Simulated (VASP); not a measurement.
# Se (C2/c) in VASP: further runs, part 2 of 2

VASP 6.6.1. The steps go on from the part before.

## 3. Single point, PBE

This run uses another cell than the first one, of 16.17 Å³/atom, 0.556 times its volume.

The input, INCAR:

```
PREC     = Accurate       # precision mode
ENCUT    = 520            # plane-wave cutoff, eV
EDIFF    = 1E-6           # SCF threshold, eV
ISMEAR   = 0              # smearing method
SIGMA    = 0.1            # smearing width, eV
LREAL    = False          # projectors in reciprocal space
LASPH    = True           # aspherical terms in the spheres
NELM     = 100            # most SCF steps
ALGO     = Normal         # electronic algorithm
ISIF     = 2              # what is computed and relaxed
LWAVE    = False          # write WAVECAR
LCHARG   = True           # write CHGCAR
GGA      = PE             # functional
LELF     = True           # ELF
LVHAR    = True         
NBANDS   = 27             # bands
```

The input, KPOINTS:

```
Automatic mesh
0
Gamma
  4 4 4
```

The input, POSCAR:

```
Se
1.0
    2.7410856100     -2.8462686200      0.0000000000
    2.7410856100      2.8462686200      0.0000000000
   -0.9939682600      0.0000000000      6.2181468900
Se
6
Direct
    0.1584272600      0.4526645600      0.3780588900
    0.5473354400      0.8415727400      0.1219411100
    0.8415727400      0.5473354400      0.6219411100
    0.4526645600      0.1584272600      0.8780588900
    0.0000000000      0.5000000000      0.0000000000
    0.5000000000      0.0000000000      0.5000000000
```

Potentials or basis: VASP PAW PBE potentials, release 64 (Se).

On the command line:

```console
$ cat potpaw_PBE.64/Se/POTCAR > POTCAR
$ mpirun -np 1 vasp_std > vasp.out
```

OUTCAR:

```text
PREC = Accurate
   ENCUT = 520
   EDIFF = 1E-6
   ISMEAR = 0
   LREAL = False
   LASPH = True
   NELM = 100
   ISIF = 2
   GGA = PE

 ion  position               nearest neighbor table
   1  0.158  0.453  0.378-   3 2.10   6 2.42   5 2.42   6 2.51
   2  0.547  0.842  0.122-   4 2.10   5 2.42   6 2.42   5 2.51
   3  0.842  0.547  0.622-   1 2.10   6 2.42   5 2.42   6 2.51
   4  0.453  0.158  0.878-   2 2.10   5 2.42   6 2.42   5 2.51
   5  0.000  0.500  0.000-   2 2.42   4 2.42   3 2.42   1 2.42   2 2.51   4 2.51
   6  0.500  0.000  0.500-   1 2.42   3 2.42   2 2.42   4 2.42   3 2.51   1 2.51

  LATTYP: Found a base centered monoclinic cell.
 ALAT       =     5.4821712200
 B/A-ratio  =     1.0383727563
 C/A-ratio  =     1.1486486381
 COS(beta)  =    -0.1578456868

  Lattice vectors:

 A1 = (   2.7410856100,  -2.8462686200,   0.0000000000)
 A2 = (   2.7410856100,   2.8462686200,   0.0000000000)
 A3 = (  -0.9939682600,   0.0000000000,   6.2181468900)

Analysis of symmetry for initial positions (statically):
=====================================================================
 Subroutine PRICEL returns:
 Original cell was already a primitive cell.

 Routine SETGRP: Setting up the symmetry group for a
 base centered monoclinic supercell.

 Subroutine GETGRP returns: Found  4 space group operations
 (whereof  2 operations were pure point group operations)
 out of a pool of  4 trial point group operations.

The static configuration has the point symmetry S_2 .
 The point group associated with its full space group is C_2h.

Analysis of symmetry for dynamics (positions and initial velocities):
=====================================================================
 Subroutine PRICEL returns:
 Original cell was already a primitive cell.

 Routine SETGRP: Setting up the symmetry group for a
 base centered monoclinic supercell.

 Subroutine GETGRP returns: Found  4 space group operations
 (whereof  2 operations were pure point group operations)
 out of a pool of  4 trial point group operations.

The dynamic configuration has the point symmetry S_2 .
 The point group associated with its full space group is C_2h.

 Subroutine INISYM returns: Found  4 space group operations
 (whereof  2 operations are pure point group operations),
 and found     1 'primitive' translations

----------------------------------------------------------------------------------------

                                     Primitive cell

  volume of cell :      97.0263

  direct lattice vectors                    reciprocal lattice vectors
     2.741085610 -2.846268620  0.000000000     0.182409480 -0.175668592  0.029158081
     2.741085610  2.846268620  0.000000000     0.182409480  0.175668592  0.029158081
    -0.993968260  0.000000000  6.218146890     0.000000000  0.000000000  0.160819617

  length of vectors
     3.951556071  3.951556071  6.297088506     0.254917371  0.254917371  0.160819617

  position of ions in fractional coordinates (direct lattice)
     0.158427260  0.452664560  0.378058890
     0.547335440  0.841572740  0.121941110
     0.841572740  0.547335440  0.621941110
     0.452664560  0.158427260  0.878058890
     0.000000000  0.500000000  0.000000000
     0.500000000  0.000000000  0.500000000

[... 36 lines left out ...]
            Coordinates               Weight
  0.000000  0.000000  0.000000      1.000000
  0.250000  0.000000  0.000000      4.000000
  0.500000  0.000000  0.000000      2.000000
  0.250000  0.250000  0.000000      2.000000
  0.500000  0.250000  0.000000      4.000000
 -0.250000  0.250000  0.000000      2.000000
[... 16 lines left out ...]
 -0.250000  0.250000  0.500000      2.000000
  0.500000  0.500000  0.500000      1.000000
   k-points           NKPTS =     24   k-points in BZ     NKDIM =     24   number of bands    NBANDS=     27
   number of dos      NEDOS =    301   number of ions     NIONS =      6
   total plane-waves  NPLWV =  43200
   dimension x,y,z NGX =    30 NGY =   30 NGZ =   48
   dimension x,y,z NGXF=    60 NGYF=   60 NGZF=   96
   ions per type =               6
   NGX,Y,Z   is equivalent  to a cutoff of  12.62, 12.62, 12.67 a.u.
   NGXF,Y,Z  is equivalent  to a cutoff of  25.24, 25.24, 25.34 a.u.
 SYSTEM =  unknown system
   PREC   = accura    normal or accurate (medium, high low for compatibility)
   ISTART =      0    job   : 0-new  1-cont  2-samecut
   ICHARG =      2    charge: 1-file 2-atom 10-const
   ISPIN  =      1    spin polarized calculation?
   LNONCOLLINEAR =      F non collinear calculations
   LSORBIT =      F    spin-orbit coupling
   LASPH  =      T    aspherical Exc in radial PAW
   ENCUT  =  520.0 eV  38.22 Ry    6.18 a.u.   7.35  7.35 11.71*2*pi/ulx,y,z
   NELM   =    100;   NELMIN=  2; NELMDL= -5     # of ELM steps
   EDIFF  = 0.1E-05   stopping-criterion for ELM
   LREAL  =      F    real-space projection
   EDIFFG = 0.1E-04   stopping-criterion for IOM
   NSW    =      0    number of steps for IOM
   IBRION =     -1    ionic relax: 0-MD 1-quasi-New 2-CG
   NFREE  =      0    steps in history (QN), initial steepest desc. (CG)
   ISIF   =      2    stress and relaxation
   ISYM   =      2    0-nonsym 1-usesym 2-fastsym
   POTIM  = 0.5000    time-step for ionic-motion
   TEBEG  =    0.0;   TEEND  =   0.0 temperature during run
   PSTRESS=    0.0 pullay stress
   NELECT =      36.0000    total number of electrons
   NUPDOWN=      -1.0000    fix difference up-down
   EMIN   =  10.00;   EMAX   =-10.00  energy-range for DOS
   EFERMI =   0.00;   METHOD = LEGACY
   ISMEAR =     0;   SIGMA  =   0.10  broadening in eV -4-tet -1-fermi 0-gaus
   EFERMI_NEDOS =   21; number of points for ismear=-14 and -15
   IALGO  =     38    algorithm
   IMIX   =      4    mixing-type and parameters
     AMIX     =   0.40;   BMIX     =  1.00
     AMIX_MAG =   1.60;   BMIX_MAG =  1.00
  volume/ion in A,a.u.               =      16.17       109.13
  Fermi-wavevector in a.u.,A,eV,Ry     =   1.176375  2.223027 18.828538  1.383859
  Thomas-Fermi vector in A             =   2.312740
   LORBIT       =      0    0 simple, 1 ext, 2 COOP (PROOUT), +10 PAW based schemes
   GGA     = PE    functional components
   LHFCALC =     F    Hartree Fock is set to
   AEXX    =    0.0000 exact exchange contribution
   IVDW    =     0    specifies the selected vdW correction
   LEPSILON=     F    determine dielectric tensor
   LRPA    =     F    only Hartree local field effects (RPA)
 non-spin polarized calculation
 Gauss-broadening in eV      SIGMA  =   0.10
  energy-cutoff  :      520.00
  volume of cell :       97.03
 maximum number of plane-waves:      2623
 NGX is ok and might be reduce to    30
   NGX = 15   NGY = 15   NGZ = 23

 number of electron      35.9999999 magnetization

 Free energy of the ion-electron system (eV)
  ---------------------------------------------------
  ext. energy  EPLUGINS =         0.00000000
  ---------------------------------------------------
  free energy    TOTEN  =       -10.12912436 eV

  energy without entropy =      -10.10830153  energy(sigma->0) =      -10.11871295

 E-fermi :   9.4280     XC(G=0): -11.4094

 val. band max:        9.4197270636   @ k =   0.5000   0.2500   0.2500
 cond. band min:       9.4459651263   @ k =   0.2500   0.0000   0.5000
 fundamental gap:      0.0262380627
 Fermi energy:         9.4279716238

 k-point     1 :       0.0000    0.0000    0.0000
  band No.  band energies     occupation
      1     -11.0788      2.00000
      2      -8.7973      2.00000
      3      -5.9098      2.00000
      4      -5.3322      2.00000
      5      -3.0869      2.00000
      6      -3.0698      2.00000
[... 709 lines left out ...]
     26      16.0315      0.00000
     27      17.3809      0.00000

------------------------ aborting loop because EDIFF is reached ----------------------------------------

  FORCE on cell =-STRESS in cart. coord.  units (eV):
  Direction    XX          YY          ZZ          XY          YZ          ZX
  --------------------------------------------------------------------------------------
  -------------------------------------------------------------------------------------
  Total       32.6618696     37.5211369     52.2049122      0.0000000      0.0000000     -5.9905588
  in kB      539.3394225    619.5796056    862.0500772      0.0000000      0.0000000    -98.9209911
  external PRESSURE =     673.6563684 kB  Pullay stress =       0.0000000 kB

 VOLUME and BASIS-vectors are now :
 -----------------------------------------------------------------------------
  energy-cutoff  :      520.00
  volume of cell :       97.03
      direct lattice vectors                 reciprocal lattice vectors
     2.741085610 -2.846268620  0.000000000     0.182409480 -0.175668592  0.029158081
     2.741085610  2.846268620  0.000000000     0.182409480  0.175668592  0.029158081
    -0.993968260  0.000000000  6.218146890     0.000000000  0.000000000  0.160819617

 POSITION                                       TOTAL-FORCE (eV/Angst)
 -----------------------------------------------------------------------------------
      1.29928      0.83748      2.35083         0.201416     -1.852730     -3.567806
      3.68591      0.83748      0.75825        -0.201416     -1.852730      3.567806
      3.18893     -0.83748      3.86732        -0.201416      1.852730      3.567806
      0.80229     -0.83748      5.45990         0.201416      1.852730     -3.567806
      1.37054      1.42313      0.00000         0.000000     -0.000000      0.000000
      0.87356     -1.42313      3.10907         0.000000      0.000000      0.000000
 -----------------------------------------------------------------------------------
    total drift:                                0.000000      0.000000      0.000000

  FREE ENERGIE OF THE ION-ELECTRON SYSTEM (eV)
  ---------------------------------------------------
  free  energy   TOTEN  =       -10.1291243615 eV

  energy  without entropy=      -10.1083015340  energy(sigma->0) =      -10.11871295
```

Run time: 89 s. Hardware: 1 thread of AMD EPYC 7R13, shared host; peak memory 0.18 GiB.

Results:

```
Free energy            : -10.1291 eV
Pressure               : 67.4 GPa
Largest force          : 4.025 eV/Å
Band gap on the k mesh : zero (band 18 reaches 11.09 eV, above the bottom of band 19 at 8.79 eV)
```

Forces on the atoms (eV/Å):
```
Se   0.201 -1.853 -3.568
Se  -0.201 -1.853  3.568
Se  -0.201  1.853  3.568
Se   0.201  1.853 -3.568
Se   0.000  0.000  0.000
Se   0.000  0.000  0.000
```

Stress tensor (GPa, compression positive):
```
53.93  0.00 -9.89
 0.00 61.96  0.00
-9.89  0.00 86.21
```

Levels at points of the mesh, in eV from the Fermi level:
```
           k point  band 16  band 17  band 18  band 19  band 20  band 21
(0.00, 0.00, 0.00)    -2.11    -1.46    -0.68    -0.43    -0.34     1.25
(0.50, 0.00, 0.00)    -2.78    -1.45    -0.69    -0.64     0.48     1.23
(0.50, 0.50, 0.00)    -0.91    -0.52     1.45     1.55     1.62     1.65
(0.00, 0.00, 0.50)    -2.66    -0.57    -0.57     0.50     0.50     1.30
(0.50, 0.00, 0.50)    -4.01    -2.09     0.18     0.95     1.07     2.61
(0.50, 0.50, 0.50)    -1.29     1.66     1.66     1.99     1.99     2.69
```

Caveat: the k points lie up to 0.40 Å⁻¹ apart; forces of over 1 eV/Å act on the atoms, so gaps and moduli don't describe the material at rest.
